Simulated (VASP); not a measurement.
Input of a VASP 6.6.1 run:

The input INCAR:

```
PREC = Accurate
ENCUT = 500
EDIFF = 1E-6
ISMEAR = 0
SIGMA = 0.02
LREAL = False
LASPH = True
NELM = 120
ALGO = Normal
ISIF = 2
LWAVE = False
LCHARG = False
GGA = PS
NBANDS = 15
GGA_COMPAT = False
```

KPOINTS

```
Automatic mesh
0
Gamma
  8 8 8
```

POSCAR

```
BaS
1.0
    0.0000000000      3.1661429686      3.1661429686
    3.1661429686      0.0000000000      3.1661429686
    3.1661429686      3.1661429686      0.0000000000
Ba S
1 1
Direct
    0.0000000000      0.0000000000      0.0000000000
    0.5000000000      0.5000000000      0.5000000000
```

Potentials or basis: VASP PAW PBE potentials, release 64 (Ba_sv, S).

Command:

```console
$ cat potpaw_PBE.64/Ba_sv/POTCAR potpaw_PBE.64/S/POTCAR > POTCAR
$ mpirun -np 1 vasp_std > vasp.out
```

Task: What does it give for the pressure?

Result: 0.7 GPa.

Task: Estimate the band gap on the k mesh.

Result: 1.93 eV, indirect (least direct gap 2.06 eV).

Caveat: the PAW data sets were made with another functional, which shifts forces and pressure a little; spin-orbit coupling is left out, which moves the levels of the heavy elements. A k mesh can miss the band edges.
